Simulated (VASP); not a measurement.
# SiO2 (P4_12_12) in VASP: notebook, part 2 of 3

VASP 6.6.1.

**4. Relaxation of cell and atoms, PBEsol+D3(BJ)**

The input, INCAR:

```
  PREC = Accurate
  ENCUT = 600
  EDIFF = 1E-7
  ISMEAR = -1
  SIGMA = 0.05
  LREAL = F
  LASPH = T
  NELM = 120
  ALGO = Normal
  ISIF = 3
  LWAVE = F
  LCHARG = F
  GGA = PS
  IVDW = 12
  IBRION = 2
  NSW = 60
  EDIFFG = -0.01
  GGA_COMPAT = F
  NELMIN = 4
```

The input, KPOINTS:

```
regular mesh
0
Gamma
  6 6 4
```

The input, POSCAR:

```
SiO2
1.0
    4.9820000000      0.0000000000      0.0000000000
    0.0000000000      4.9820000000      0.0000000000
    0.0000000000      0.0000000000      6.9630000000
Si O
4 8
Direct
    0.7989700000      0.2010300000      0.7500000000
    0.7010300000      0.7010300000      0.5000000000
    0.2010300000      0.7989700000      0.2500000000
    0.2989700000      0.2989700000      0.0000000000
    0.1034700000      0.2398900000      0.8218700000
    0.2601100000      0.6034700000      0.0718700000
    0.8965300000      0.7601100000      0.3218700000
    0.7398900000      0.3965300000      0.5718700000
    0.6034700000      0.2601100000      0.9281300000
    0.7601100000      0.8965300000      0.6781300000
    0.3965300000      0.7398900000      0.4281300000
    0.2398900000      0.1034700000      0.1781300000
```

Potentials or basis: VASP PAW PBE potentials, release 64 (Si, O).

Command:

```bash
cat potpaw_PBE.64/Si/POTCAR potpaw_PBE.64/O/POTCAR > POTCAR
mpirun -np 1 vasp_std > vasp.out
```

OUTCAR:

```text
PREC = Accurate
   ENCUT = 600
   EDIFF = 1E-7
   ISMEAR = -1
   LREAL = F
   LASPH = T
   NELM = 120
   ISIF = 3
   GGA = PS
   IVDW = 12
   IBRION = 2
   NSW = 60
   EDIFFG = -0.01
   NELMIN = 4
 IVDW          = 12

 ion  position               nearest neighbor table
   1  0.799  0.201  0.750-   8 1.60   9 1.60   5 1.61  10 1.61   2 3.08   4 3.08   2 3.08   4 3.08

   2  0.701  0.701  0.500-   7 1.60  10 1.60   8 1.61  11 1.61   1 3.08   3 3.08   1 3.08   3 3.08

   3  0.201  0.799  0.250-   6 1.60  11 1.60   7 1.61  12 1.61   2 3.08   4 3.08   4 3.08   2 3.08

   4  0.299  0.299  0.000-   5 1.60  12 1.60   9 1.61   6 1.61   1 3.08   3 3.08   3 3.08   1 3.08

   5  0.103  0.240  0.822-   4 1.60   1 1.61
   6  0.260  0.603  0.072-   3 1.60   4 1.61
   7  0.897  0.760  0.322-   2 1.60   3 1.61
   8  0.740  0.397  0.572-   1 1.60   2 1.61
   9  0.603  0.260  0.928-   1 1.60   4 1.61
  10  0.760  0.897  0.678-   2 1.60   1 1.61
  11  0.397  0.740  0.428-   3 1.60   2 1.61
  12  0.240  0.103  0.178-   4 1.60   3 1.61

  LATTYP: Found a simple tetragonal cell.
 ALAT       =     4.9820000000
 C/A-ratio  =     1.3976314733

  Lattice vectors:

 A1 = (   4.9820000000,   0.0000000000,   0.0000000000)
 A2 = (   0.0000000000,   4.9820000000,   0.0000000000)
 A3 = (   0.0000000000,   0.0000000000,   6.9630000000)

Analysis of symmetry for initial positions (statically):
=====================================================================
 Subroutine PRICEL returns:
 Original cell was already a primitive cell.

 Routine SETGRP: Setting up the symmetry group for a
 simple tetragonal supercell.

 Subroutine GETGRP returns: Found  8 space group operations
 (whereof  2 operations were pure point group operations)
 out of a pool of 16 trial point group operations.

The static configuration has the point symmetry C_2 .
 The point group associated with its full space group is D_4 .

Analysis of symmetry for dynamics (positions and initial velocities):
=====================================================================
 Subroutine PRICEL returns:
 Original cell was already a primitive cell.

 Routine SETGRP: Setting up the symmetry group for a
 simple tetragonal supercell.

 Subroutine GETGRP returns: Found  8 space group operations
 (whereof  2 operations were pure point group operations)
 out of a pool of 16 trial point group operations.

The dynamic configuration has the point symmetry C_2 .
 The point group associated with its full space group is D_4 .

 Subroutine INISYM returns: Found  8 space group operations
 (whereof  2 operations are pure point group operations),
 and found     1 'primitive' translations

----------------------------------------------------------------------------------------

                                     Primitive cell

  volume of cell :     172.8239

  direct lattice vectors                    reciprocal lattice vectors
     4.982000000  0.000000000  0.000000000     0.200722601  0.000000000  0.000000000
     0.000000000  4.982000000  0.000000000     0.000000000  0.200722601  0.000000000
     0.000000000  0.000000000  6.963000000     0.000000000  0.000000000  0.143616257

  length of vectors
     4.982000000  4.982000000  6.963000000     0.200722601  0.200722601  0.143616257

  position of ions in fractional coordinates (direct lattice)
     0.798970000  0.201030000  0.750000000
     0.701030000  0.701030000  0.500000000
     0.201030000  0.798970000  0.250000000
     0.298970000  0.298970000  0.000000000
[... 46 lines left out ...]
 ===========================================

 Found     30 irreducible k-points:

 Following reciprocal coordinates:
            Coordinates               Weight
  0.000000  0.000000  0.000000      1.000000
  0.166667  0.000000  0.000000      4.000000
  0.333333  0.000000  0.000000      4.000000
  0.500000  0.000000  0.000000      2.000000
  0.166667  0.166667  0.000000      4.000000
  0.333333  0.166667  0.000000      8.000000
[... 16 lines left out ...]
  0.333333  0.000000  0.500000      4.000000
  0.500000  0.000000  0.500000      2.000000
 [... further k-points ...]
   k-points           NKPTS =     30   k-points in BZ     NKDIM =     30   number of bands    NBANDS=     39
   number of dos      NEDOS =    301   number of ions     NIONS =     12
   total plane-waves  NPLWV =  89600
   dimension x,y,z NGX =    40 NGY =   40 NGZ =   56
   dimension x,y,z NGXF=    80 NGYF=   80 NGZF=  112
   ions per type =               4   8
   NGX,Y,Z   is equivalent  to a cutoff of  13.35, 13.35, 13.37 a.u.
   NGXF,Y,Z  is equivalent  to a cutoff of  26.70, 26.70, 26.74 a.u.
 SYSTEM =  unknown system
   PREC   = accura    normal or accurate (medium, high low for compatibility)
   ISTART =      0    job   : 0-new  1-cont  2-samecut
   ICHARG =      2    charge: 1-file 2-atom 10-const
   ISPIN  =      1    spin polarized calculation?
   LNONCOLLINEAR =      F non collinear calculations
   LSORBIT =      F    spin-orbit coupling
   LASPH  =      T    aspherical Exc in radial PAW
   ENCUT  =  600.0 eV  44.10 Ry    6.64 a.u.   9.95  9.95 13.91*2*pi/ulx,y,z
   NELM   =    120;   NELMIN=  4; NELMDL= -5     # of ELM steps
   EDIFF  = 0.1E-06   stopping-criterion for ELM
   LREAL  =      F    real-space projection
   EDIFFG = -.1E-01   stopping-criterion for IOM
   NSW    =     60    number of steps for IOM
   IBRION =      2    ionic relax: 0-MD 1-quasi-New 2-CG
   NFREE  =      1    steps in history (QN), initial steepest desc. (CG)
   ISIF   =      3    stress and relaxation
   ISYM   =      2    0-nonsym 1-usesym 2-fastsym
   POTIM  = 0.5000    time-step for ionic-motion
   TEBEG  =    0.0;   TEEND  =   0.0 temperature during run
   PSTRESS=    0.0 pullay stress
   NELECT =      64.0000    total number of electrons
   NUPDOWN=      -1.0000    fix difference up-down
   EMIN   =  10.00;   EMAX   =-10.00  energy-range for DOS
   EFERMI =   0.00;   METHOD = LEGACY
   ISMEAR =    -1;   SIGMA  =   0.05  broadening in eV -4-tet -1-fermi 0-gaus
   EFERMI_NEDOS =   21; number of points for ismear=-14 and -15
   IALGO  =     38    algorithm
   IMIX   =      4    mixing-type and parameters
     AMIX     =   0.40;   BMIX     =  1.00
     AMIX_MAG =   1.60;   BMIX_MAG =  1.00
  volume/ion in A,a.u.               =      14.40        97.19
  Fermi-wavevector in a.u.,A,eV,Ry     =   1.175620  2.221599 18.804365  1.382082
  Thomas-Fermi vector in A             =   2.311997
   LORBIT       =      0    0 simple, 1 ext, 2 COOP (PROOUT), +10 PAW based schemes
   GGA     = PS    functional components
   LHFCALC =     F    Hartree Fock is set to
   AEXX    =    0.0000 exact exchange contribution
   IVDW    =    12    specifies the selected vdW correction
   LEPSILON=     F    determine dielectric tensor
   LRPA    =     F    only Hartree local field effects (RPA)
 conjugate gradient relaxation of ions
 non-spin polarized calculation
  energy-cutoff  :      600.00
  volume of cell :      172.82
 maximum number of plane-waves:      5796
 NGX is ok and might be reduce to    40
   NGX = 19   NGY = 19   NGZ = 27

--------------------------------------- Ionic step        1  -------------------------------------------

 number of electron      63.9999987 magnetization

 Free energy of the ion-electron system (eV)
  ---------------------------------------------------
  ext. energy  EPLUGINS =         0.00000000
  ---------------------------------------------------
  free energy    TOTEN  =       -98.65489572 eV

  energy without entropy =      -98.65489572  energy(sigma->0) =      -98.65489572

------------------------ aborting loop because EDIFF is reached ----------------------------------------

 Edisp (eV)   -1.16868

 E8    (eV) :    -0.6545
[... 135 lines left out ...]
  FREE ENERGIE OF THE ION-ELECTRON SYSTEM (eV)
  ---------------------------------------------------
  free  energy   TOTEN  =       -99.8573609370 eV

  energy  without entropy=      -99.8573609369  energy(sigma->0) =      -99.85736094

[... ionic steps 4 to 30 ...]

--------------------------------------- Ionic step       31  -------------------------------------------

 number of electron      64.0000016 magnetization

------------------------ aborting loop because EDIFF is reached ----------------------------------------
[... 95 lines left out ...]
--------------------------------------- Ionic step       33  -------------------------------------------

 number of electron      64.0000016 magnetization

 Free energy of the ion-electron system (eV)
  ---------------------------------------------------
  ext. energy  EPLUGINS =         0.00000000
  ---------------------------------------------------
  free energy    TOTEN  =       -98.65975306 eV

  energy without entropy =      -98.65975306  energy(sigma->0) =      -98.65975306

 E-fermi :   1.5727     XC(G=0):  -8.9842

 val. band max:        0.4806851226   @ k =   0.0000   0.0000   0.0000
 cond. band min:       6.1314941822   @ k =   0.0000   0.0000   0.0000
 fundamental gap:      5.6508090596
 Fermi energy:         1.5726645105

 k-point     1 :       0.0000    0.0000    0.0000
  band No.  band energies     occupation
      1     -18.9067      2.00000
      2     -17.9650      2.00000
      3     -17.9650      2.00000
      4     -16.7966      2.00000
      5     -16.7239      2.00000
      6     -16.7234      2.00000
[... 997 lines left out ...]
     38       9.9660      0.00000
     39      10.4737      0.00000

 [... further k-points ...]

------------------------ aborting loop because EDIFF is reached ----------------------------------------

 Edisp (eV)   -1.25473

 E8    (eV) :    -0.7036
[... 35 lines left out ...]
  FREE ENERGIE OF THE ION-ELECTRON SYSTEM (eV)
  ---------------------------------------------------
  free  energy   TOTEN  =       -99.9144867332 eV

  energy  without entropy=      -99.9144867332  energy(sigma->0) =      -99.91448673

 reached required accuracy - stopping structural energy minimisation
```

Run time: 55 min. Hardware: 1 thread of AMD EPYC 9R14 (Zen 4), shared host; peak memory 0.38 GiB.

What came out:

```yaml
Free_energy: -99.9145 eV
Relaxed_volume: 13.50 Å³/atom
Relaxed_cell: a = 4.901 Å, b = 4.901 Å, c = 6.744 Å, α = 90.00°, β = 90.00°, γ = 90.00°
Space_group_after_relaxing_to_0.1_Å: P4_12_12 (No. 92)
Energy_gained_by_relaxing: 7.6 meV/atom
Ionic_steps: 33
Pressure_after_relaxing: 0.0 GPa
Largest_force_after_relaxing: 0.006 eV/Å
Band_gap_on_the_k_mesh: 5.65 eV
Dispersion_energy_per_atom: -0.105 eV
```

Forces on the atoms (eV/Å):
```
Si  -0.002  0.002  0.000
Si   0.002  0.002  0.000
Si   0.002 -0.002  0.000
Si  -0.002 -0.002  0.000
O    0.002 -0.005 -0.003
O    0.005  0.002 -0.003
O   -0.002  0.005 -0.003
O   -0.005 -0.002 -0.003
O    0.002  0.005  0.003
O    0.005 -0.002  0.003
O   -0.002 -0.005  0.003
O   -0.005  0.002  0.003
```

The path:
| step | energy change (eV) | largest force (eV/Å) | pressure (GPa) | volume (Å³) |
| --- | --- | --- | --- | --- |
| 1 | 0.0000 | 0.3208 | 3.12 | 172.82 |
| 2 | 0.0547 | 0.5610 | -4.40 | 179.92 |
| 3 | -0.0338 | 0.1415 | 0.09 | 175.47 |
| 4 | -0.0280 | 0.3363 | -0.81 | 176.14 |
| 5 | -0.0356 | 0.0571 | -0.22 | 175.69 |
| 6 | -0.0372 | 0.0592 | -0.13 | 175.39 |
| 7 | -0.0411 | 0.0815 | 0.13 | 174.52 |
| 8 | -0.0455 | 0.1632 | 0.65 | 172.77 |
| 9 | -0.0460 | 0.2023 | 0.88 | 171.97 |
| 10 | -0.0464 | 0.1956 | 0.86 | 171.93 |
| 11 | -0.0478 | 0.1757 | 0.78 | 171.80 |
| 12 | -0.0500 | 0.1365 | 0.62 | 171.54 |
| 13 | -0.0524 | 0.1431 | 0.31 | 171.03 |
| 14 | -0.0526 | 0.1816 | 0.17 | 170.82 |
| 15 | -0.0543 | 0.1499 | 0.02 | 170.71 |
| 16 | -0.0570 | 0.1616 | -0.47 | 170.38 |
| 17 | -0.0572 | 0.1919 | -0.62 | 170.28 |
| 18 | -0.0601 | 0.1762 | -0.57 | 169.83 |
| 19 | -0.0673 | 0.1309 | -0.43 | 168.49 |
| 20 | -0.0750 | 0.0450 | -0.19 | 165.83 |
| 21 | -0.0755 | 0.0406 | -0.12 | 164.88 |
| 22 | -0.0780 | 0.1424 | 0.00 | 164.33 |
| 23 | -0.0780 | 0.1545 | 0.02 | 164.29 |
| 24 | -0.0801 | 0.1350 | 0.05 | 164.05 |
| 25 | -0.0849 | 0.1034 | 0.14 | 163.31 |
| 26 | -0.0884 | 0.0510 | 0.31 | 161.83 |
| 27 | -0.0893 | 0.0778 | 0.01 | 162.02 |
| 28 | -0.0894 | 0.0940 | -0.17 | 162.14 |
| 29 | -0.0901 | 0.0418 | -0.21 | 162.16 |
| 30 | -0.0904 | 0.0531 | -0.27 | 162.19 |
| 31 | -0.0909 | 0.0127 | -0.04 | 162.01 |
| 32 | -0.0909 | 0.0115 | -0.03 | 161.99 |
| 33 | -0.0909 | 0.0060 | -0.02 | 161.98 |

Final structure:
```
Si O
1.0
     4.90090    0.00000    0.00000
     0.00000    4.90090    0.00000
     0.00000    0.00000    6.74381
Si O
4 8
Cartesian
  3.9839 0.9170 5.0579
  3.3675 3.3675 3.3719
  0.9170 3.9839 1.6860
  1.5335 1.5335 6.7438
  0.6393 1.1450 5.4474
  1.3054 3.0897 0.3896
  4.2616 3.7559 2.0755
  3.5955 1.8112 3.7615
  3.0897 1.3054 6.3542
  3.7559 4.2616 4.6683
  1.8112 3.5955 2.9823
  1.1450 0.6393 1.2964
```

Caveat: the PAW data sets were made with another functional, which shifts forces and pressure a little.

[end of part 2 of 3]
